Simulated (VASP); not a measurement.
Input of a VASP 6.6.1 run:

Contents of INCAR:

```
SYSTEM = Nb
  PREC = Accurate
  ENCUT = 500
  EDIFF = 1E-7
  ISMEAR = 0
  SIGMA = 0.1
  LREAL = .FALSE.
  LASPH = .TRUE.
  NELM = 120
  ALGO = Normal
  ISIF = 3
  LWAVE = .FALSE.
  LCHARG = .FALSE.
  GGA = RP
  IBRION = 2
  NSW = 80
  EDIFFG = -0.02
  PSTRESS = 50.0
  GGA_COMPAT = .FALSE.
  NELMIN = 4
```

File KPOINTS:

```
Automatic mesh
0
G
  7 7 7
  0 0 0
```

POSCAR

```
Nb
1.0
    0.0000000000      2.8850000000      2.8850000000
    2.8850000000      0.0000000000      2.8850000000
    2.8850000000      2.8850000000      0.0000000000
Nb
2
Direct
    1.0000000000      1.0000000000      1.0000000000
    0.2500000000      0.2500000000      0.2500000000
```

Potentials or basis: VASP PAW PBE potentials, release 64 (Nb_sv).

The run is started by

```bash
$ cat potpaw_PBE.64/Nb_sv/POTCAR > POTCAR
$ mpirun -np 1 vasp_std > vasp.out
```

(1) Estimate the band gap on the k mesh.

(2) What does it give for the relaxed cell?

(3) Estimate the relaxed volume.

(4) What does it give for the space group after relaxing (to 0.1 Å)?

Results:

(1) zero (bands 13 and 14 overlap by 1.15 eV).

(2) a = 4.110 Å, b = 4.110 Å, c = 4.110 Å, α = 60.00°, β = 60.00°, γ = 60.00°.

(3) 24.55 Å³/atom.

(4) Fd-3m (No. 227).

Caveat: the cell is relaxed towards a set pressure, so the run minimises the enthalpy, not the energy; the PAW data sets were made with another functional, which shifts forces and pressure a little.
